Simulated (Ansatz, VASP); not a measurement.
# One calculation of ZnS, two programs

Contents of POSCAR:

```
ZnS
1.0
    0.0000000000      2.6136777993      2.7753485911
    2.6136777993      0.0000000000      2.7753485911
    2.6136777993      2.6136777993      0.0000000000
Zn S
1 1
Direct
    0.0000000000      0.0000000000      0.0000000000
    0.7500000000      0.7500000000      0.7500000000
```

The input INCAR.step1:

```
SYSTEM = ZnS
PREC = Accurate ; ENCUT = 520
ISMEAR = 0 ; SIGMA = 0.05
LREAL = .FALSE. ; LASPH = .TRUE.
NELM = 60 ; NBANDS = 16
GGA = PE ; ALGO = Normal
EDIFF = 1E-4 ; LWAVE = .TRUE.
LCHARG = .FALSE.
```

INCAR.step2

```
SYSTEM = ZnS
PREC = Accurate ; ENCUT = 520
EDIFF = 1E-6 ; ISMEAR = 0
SIGMA = 0.05 ; LREAL = .FALSE.
LASPH = .TRUE. ; NELM = 60
ALGO = Normal ; ISIF = 2
LWAVE = .FALSE. ; LCHARG = .FALSE.
METAGGA = R2SCAN ; LMIXTAU = .TRUE.
NBANDS = 16 ; ISTART = 1
```

KPOINTS

```
regular mesh
0
G
  8 8 8
  0 0 0
```

Input for Ansatz:

```yaml
crystal:
  lattice:
    - [0.0, 2.6136777993, 2.7753485911]
    - [2.6136777993, 0.0, 2.7753485911]
    - [2.6136777993, 2.6136777993, 0.0]
  atoms:
    - { symbol: Zn, position: [0.0, 0.0, 0.0] }
    - { symbol: S, position: [0.75, 0.75, 0.75] }
basis:
  ecutwfc: 500
kpoints:
  mp_grid: { grid: [8, 8, 8] }
hamiltonian:
  xc: r2scan
scf:
  occupations: { method: gaussian, width: 0.05 }
output:
  forces: true
  stress: true
  eigenvalues: true
```

Change from the starting cell: strain -0.030 along x and y, +0.030 along z, atoms carried along.

Alike in both runs: task single point; functional r2SCAN; k mesh 8 × 8 × 8; occupations gaussian, width 0.05 eV; no spin polarisation.

|  | VASP | Ansatz |
| --- | --- | --- |
| version | VASP 6.6.1 | Ansatz 0.2.0 |
| potentials or method | VASP PAW PBE potentials, release 64 (Zn, S), cutoff 520 eV | scalar-relativistic, plane waves, PAW |
| valence electrons in the cell | 18 | 18 |

```tsv
	VASP	Ansatz	Ansatz less VASP
gap on the k mesh at the Fermi level (eV)	2.77	2.75	-0.014
least direct gap on the mesh (eV)	2.77	2.75	-0.014
pressure (GPa)	2.6	2.5	-0.04
traceless stress, the component that is largest in VASP (GPa)	-1.94	-1.92	+0.025
```

VASP's potentials were made for PBE, not for r2SCAN. The functional is the same, so the differences come from potentials, cutoffs and numerics.
